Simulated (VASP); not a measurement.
Crystal: MgI.

```
Mg I
1.0
     0.00000    3.32514    3.32514
     3.32514    0.00000    3.32514
     3.32514    3.32514    0.00000
Mg I
1 1
Direct
  0.00000 0.00000 0.00000
  0.75000 0.75000 0.75000
```

| Quantity | Value |
| --- | --- |
| Program | VASP 6.6.1 |
| Task | relaxation of cell and atoms |
| Functional | PBE |
| Potentials or basis | VASP PAW PBE potentials, release 64 (Mg, I) |
| Cutoff | 600 eV |
| k mesh | 14 × 14 × 14 |
| Occupations | gaussian, width 0.1 eV |
| Spin | no spin polarisation |

At the start: pressure 3.9 GPa; volume 36.76 Å³/atom.

Task: How do energy, volume and symmetry change on relaxing?

Result: Over 5 steps the energy falls by 126.8 meV/atom and the volume is 47.78 Å³/atom (+30.0 %); space group F-43m (No. 216, to 0.05 Å).

Step by step:
| step | energy change (eV) | largest force (eV/Å) | pressure (GPa) | volume (Å³) |
| --- | --- | --- | --- | --- |
| 1 | 0.0000 | 0.0000 | 3.89 | 73.53 |
| 2 | -0.1785 | 0.0000 | 2.05 | 83.44 |
| 3 | -0.2474 | 0.0000 | -0.48 | 99.77 |
| 4 | -0.2536 | 0.0000 | -0.04 | 96.06 |
| 5 | -0.2536 | 0.0000 | 0.02 | 95.57 |

Final structure:
```
CELL_PARAMETERS angstrom
0.00000 3.62875 3.62875
3.62875 0.00000 3.62875
3.62875 3.62875 0.00000
ATOMIC_POSITIONS crystal
Mg 0.00000 0.00000 0.00000
I 0.75000 0.75000 0.75000
```

Caveat: the volume moved by over 15 % at a fixed basis, so the end points are rough; an odd number of electrons without spin polarisation forces a metal; a magnetic or distorted state may lie lower.
